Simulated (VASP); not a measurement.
Input of a VASP 6.6.1 run:

The input POSCAR:

```
Li2S
1.0
    0.0000000000      2.8452942241      2.8452942241
    2.8452942241      0.0000000000      2.8452942241
    2.8452942241      2.8452942241      0.0000000000
S Li
1 2
Direct
    0.0000000000      0.0000000000      0.0000000000
    0.2500000000      0.2500000000      0.2500000000
    0.7500000000      0.7500000000      0.7500000000
```

File INCAR.step1:

```
ALGO     = Normal         # electronic algorithm
EDIFF    = 1E-5           # SCF threshold, eV
ENCUT    = 830            # plane-wave cutoff, eV
GGA      = PE             # functional
GGA_COMPAT= False        
ISMEAR   = 0              # smearing method
LASPH    = True           # aspherical terms in the spheres
LCHARG   = False          # write CHGCAR
LREAL    = False          # projectors in reciprocal space
LWAVE    = True           # write WAVECAR
NBANDS   = 13             # bands
NELM     = 120            # most SCF steps
PREC     = Accurate       # precision mode
SIGMA    = 0.01           # smearing width, eV
```

File INCAR.step2:

```
ALGO     = Normal         # electronic algorithm
EDIFF    = 1E-6           # SCF threshold, eV
ENCUT    = 830            # plane-wave cutoff, eV
GGA_COMPAT= False        
ISIF     = 2              # what is computed and relaxed
ISMEAR   = 0              # smearing method
ISTART   = 1            
LASPH    = True           # aspherical terms in the spheres
LCHARG   = True           # write CHGCAR
LELF     = True           # ELF
LMIXTAU  = True         
LREAL    = False          # projectors in reciprocal space
LVHAR    = True         
LWAVE    = False          # write WAVECAR
METAGGA  = R2SCAN         # meta-GGA
NBANDS   = 13             # bands
NELM     = 120            # most SCF steps
PREC     = Accurate       # precision mode
SIGMA    = 0.01           # smearing width, eV
```

KPOINTS

```
k-points
0
Gamma
  8 8 8
```

Potentials or basis: VASP PAW PBE potentials, release 64 (S, Li_sv).

Run with:

```console
$ cat potpaw_PBE.64/S/POTCAR potpaw_PBE.64/Li_sv/POTCAR > POTCAR
$ cp INCAR.step1 INCAR
$ mpirun -np 1 vasp_std > vasp.out
$ cp INCAR.step2 INCAR
$ mpirun -np 1 vasp_std > vasp.out
```

What does it give for the pressure?

-0.2 GPa.

Predict the band gap on the k mesh.

3.86 eV (least direct gap 5.05 eV).

Caveat: the PAW data sets were made with another functional, which shifts forces and pressure a little. A k mesh can miss the band edges.
